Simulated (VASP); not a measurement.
A run of VASP 6.6.1 is set up as follows.

The input INCAR:

```
SYSTEM = YAl2
ALGO = Normal ; EDIFF = 1E-6
EDIFFG = -0.005 ; ENCUT = 600
GGA = PS ; IBRION = 2
ISIF = 3 ; ISMEAR = -1
LASPH = .True. ; LCHARG = .False.
LREAL = .False. ; LWAVE = .False.
NELM = 60 ; NSW = 70
PREC = Accurate ; SIGMA = 0.05
```

KPOINTS

```
k-points
0
Gamma
  7 7 7
  0 0 0
```

File POSCAR:

```
YAl2
1.0
    0.0000000000      3.9244367451      3.9244367451
    3.9244367451      0.0000000000      3.9244367451
    3.9244367451      3.9244367451      0.0000000000
Y Al
2 4
Direct
    0.2500000000      0.2500000000      0.2500000000
    0.0000000000      0.0000000000      0.0000000000
    0.6250000000      0.1250000000      0.6250000000
    0.6250000000      0.6250000000      0.1250000000
    0.1250000000      0.6250000000      0.6250000000
    0.6250000000      0.6250000000      0.6250000000
```

Potentials or basis: VASP PAW PBE potentials, release 64 (Y_sv, Al).

Command:

```bash
$ cat potpaw_PBE.64/Y_sv/POTCAR potpaw_PBE.64/Al/POTCAR > POTCAR
$ mpirun -np 1 vasp_std > vasp.out
```

(1) Estimate the relaxed volume.

(2) Predict the relaxed cell.

## Answers

(1) 19.83 Å³/atom.

(2) a = 5.521 Å, b = 5.521 Å, c = 5.521 Å, α = 60.00°, β = 60.00°, γ = 60.00°.

Caveat: the PAW data sets were made with another functional, which shifts forces and pressure a little.
